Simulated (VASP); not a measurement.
Input of a VASP 6.6.1 run:

Contents of INCAR:

```
SYSTEM = RbTi
PREC = Accurate ; ENCUT = 520
EDIFF = 1E-8 ; ISMEAR = -1
SIGMA = 0.03 ; LREAL = .FALSE.
LASPH = .TRUE. ; NELM = 60
ALGO = Normal ; ISIF = 2
LWAVE = .FALSE. ; LCHARG = .FALSE.
GGA = PS ; LEFG = .TRUE.
NBANDS = 18
```

File KPOINTS:

```
regular mesh
0
G
  10 10 10
  0 0 0
```

Contents of POSCAR:

```
RbTi
1.0
    4.0063785807      0.0000000000      0.0000000000
    0.0000000000      4.0063785807      0.0000000000
    0.0000000000      0.0000000000      4.0063785807
Rb Ti
1 1
Direct
    0.0000000000      0.0000000000      0.0000000000
    0.5000000000      0.5000000000      0.5000000000
```

Potentials or basis: VASP PAW PBE potentials, release 64 (Rb_sv, Ti_sv).

Command:

```bash
$ cat potpaw_PBE.64/Rb_sv/POTCAR potpaw_PBE.64/Ti_sv/POTCAR > POTCAR
$ mpirun -np 1 vasp_std > vasp.out
```

Task: Predict the band gap on the k mesh.

Result: Zero (an odd number of electrons rules out a gap without spin polarisation).

Task: Estimate the pressure.

Result: 0.1 GPa.

Caveat: the PAW data sets were made with another functional, which shifts forces and pressure a little.
